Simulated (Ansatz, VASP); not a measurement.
One calculation of Hf2BeCN2, two programs

```
Hf Be C N
1.0
     3.45145    0.00000    0.00000
     0.00000    3.45145    0.00000
     0.00000    0.00000    6.10271
Hf Be C N
2 1 1 2
Direct
  0.00000 0.00000 0.24252
  0.00000 0.00000 0.75748
  0.50000 0.50000 0.00000
  0.50000 0.50000 0.50000
  0.00000 0.50000 0.00000
  0.50000 0.00000 0.00000
```

Change from the starting cell: species swapped into the Sr2CuSeO2 type (P4/mmm, No. 123).

Alike in both runs: task relaxation of cell and atoms; functional PBE; k mesh 6 × 6 × 4; occupations gaussian, width 0.1 eV; no spin polarisation.

```csv
,VASP,Ansatz
version,VASP 6.6.1,Ansatz 0.2.0
potentials or method,"VASP PAW PBE potentials, release 64 (Hf_pv, Be, C, N), cutoff 600 eV","scalar-relativistic, plane waves, PAW"
valence electrons in the cell,36,68
```

Ansatz gave:

| Item | Value |
| --- | --- |
| gap on the k mesh at the Fermi level, each at its own relaxed structure (eV) | none |
| relaxed volume (Å³/atom) | 11.01 |
| relaxed cell length with the largest relative difference (Å) | 5.698 |

Task: What did VASP give for the same quantities?

Result: gap on the k mesh at the Fermi level, each at its own relaxed structure (eV): none; relaxed volume (Å³/atom): 10.91; relaxed cell length with the largest relative difference (Å): 5.666.

A gap of «none» marks a metal or a gap that the smearing closes. VASP's potentials hold 36 valence electrons a cell and Ansatz's 68, so a difference there can come from the potentials and not from the codes.

Spin-orbit coupling is off throughout.
